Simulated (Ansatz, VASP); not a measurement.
# GaN: VASP beside Ansatz

POSCAR

```
GaN
1.0
    3.1826970570      0.0000000000      0.0000000000
   -1.5913485285      2.7562965039      0.0000000000
    0.0000000000      0.0000000000      5.1852801935
Ga N
2 2
Direct
    0.6666666667      0.3333333333      0.4991862216
    0.3333333333      0.6666666667      0.9991862216
    0.6666666667      0.3333333333      0.8758137784
    0.3333333333      0.6666666667      0.3758137784
```

File INCAR.step1:

```
SYSTEM = GaN
ALGO = Normal
EDIFF = 1E-5
ENCUT = 660
GGA = PE
GGA_COMPAT = .FALSE.
ISMEAR = 0
LASPH = .TRUE.
LCHARG = .FALSE.
LREAL = .FALSE.
LWAVE = .TRUE.
NBANDS = 26
NELM = 120
PREC = Accurate
SIGMA = 0.02
```

INCAR.step2

```
SYSTEM = GaN
ALGO = Normal
EDIFF = 1E-6
ENCUT = 660
GGA_COMPAT = .FALSE.
ISIF = 2
ISMEAR = 0
ISTART = 1
LASPH = .TRUE.
LCHARG = .FALSE.
LMIXTAU = .TRUE.
LREAL = .FALSE.
LWAVE = .FALSE.
METAGGA = R2SCAN
NBANDS = 26
NELM = 120
PREC = Accurate
SIGMA = 0.02
```

The input KPOINTS:

```
k-points
0
G
  12 12 6
  0 0 0
```

Input for Ansatz:

```yaml
crystal:
  lattice:
    - [3.182697057, 0.0, 0.0]
    - [-1.5913485285, 2.7562965039, 0.0]
    - [0.0, 0.0, 5.1852801935]
  atoms:
    - { symbol: Ga, position: [0.6666666667, 0.3333333333, 0.4991862216] }
    - { symbol: Ga, position: [0.3333333333, 0.6666666667, 0.9991862216] }
    - { symbol: "N", position: [0.6666666667, 0.3333333333, 0.8758137784] }
    - { symbol: "N", position: [0.3333333333, 0.6666666667, 0.3758137784] }
basis:
  ecutwfc: 500
kpoints:
  mp_grid: { grid: [12, 12, 6] }
hamiltonian:
  xc: r2scan
scf:
  occupations: { method: gaussian, width: 0.02 }
output:
  forces: true
  stress: true
  eigenvalues: true
```

Alike in both runs: task single point; functional r2SCAN; k mesh 12 × 12 × 6; occupations gaussian, width 0.02 eV; no spin polarisation.

|  | VASP | Ansatz |
| --- | --- | --- |
| version | VASP 6.6.1 | Ansatz 0.2.0 |
| potentials or method | VASP PAW PBE potentials, release 64 (Ga_d, N), cutoff 660 eV | scalar-relativistic, plane waves, PAW |
| valence electrons in the cell | 36 | 36 |

```csv
,VASP,Ansatz,Ansatz less VASP
gap on the k mesh at the Fermi level (eV),2.34,2.35,+0.007
least direct gap on the mesh (eV),2.34,2.35,+0.007
pressure (GPa),1.0,0.0,-1.06
"traceless stress, the component that is largest in VASP (GPa)",-0.04,-0.06,-0.024
```

VASP's potentials were made for PBE, not for r2SCAN.
